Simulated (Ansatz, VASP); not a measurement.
One calculation of Si, two programs

```xyz
17
Lattice="0.0000 5.4300 5.4300 5.4300 0.0000 5.4300 5.4300 5.4300 0.0000" Properties=species:S:1:pos:R:3 pbc="T T T"
Si   -0.1154   -0.1862    0.1027
Si    1.4066    1.3149    1.3682
Si    2.8974    2.8428    0.1020
Si    3.8273    4.3246    1.5984
Si    2.8122   -0.0944    2.6152
Si    4.0538    1.3184    4.0223
Si    5.3177    2.8407    2.5365
Si    6.8285    4.1005    4.0269
Si    0.0369    2.6702    2.6838
Si    1.2968    3.9914    4.1321
Si    2.4449    5.6906    2.9929
Si    4.1373    6.8486    4.1322
Si    2.7400    2.6697    5.3986
Si    4.1632    3.9821    6.6964
Si    5.4684    5.4118    5.3976
Si    6.7276    6.8479    6.7356
Si    6.3690    1.7745    4.4928
```

Alike in both runs: functional PBE; dispersion D3(BJ); k mesh 2 × 2 × 2; occupations fermi-dirac, width 0.05 eV; no spin polarisation.

Ansatz relaxed the structure, and its values are those at the end. VASP's run is a single point on that final structure, the one shown.

|  | VASP | Ansatz |
| --- | --- | --- |
| version | VASP 6.6.1 | Ansatz 0.2.0 |
| potentials or method | VASP PAW PBE potentials, release 64 (Si), cutoff 520 eV | scalar-relativistic, plane waves, PAW |
| valence electrons in the cell | 68 | 68 |

```csv
,VASP,Ansatz,Ansatz less VASP
rms of the force components (eV/Å),0.012,0.012,-0.0001
```

The k mesh is coarse, so the values compare programs but aren't converged.
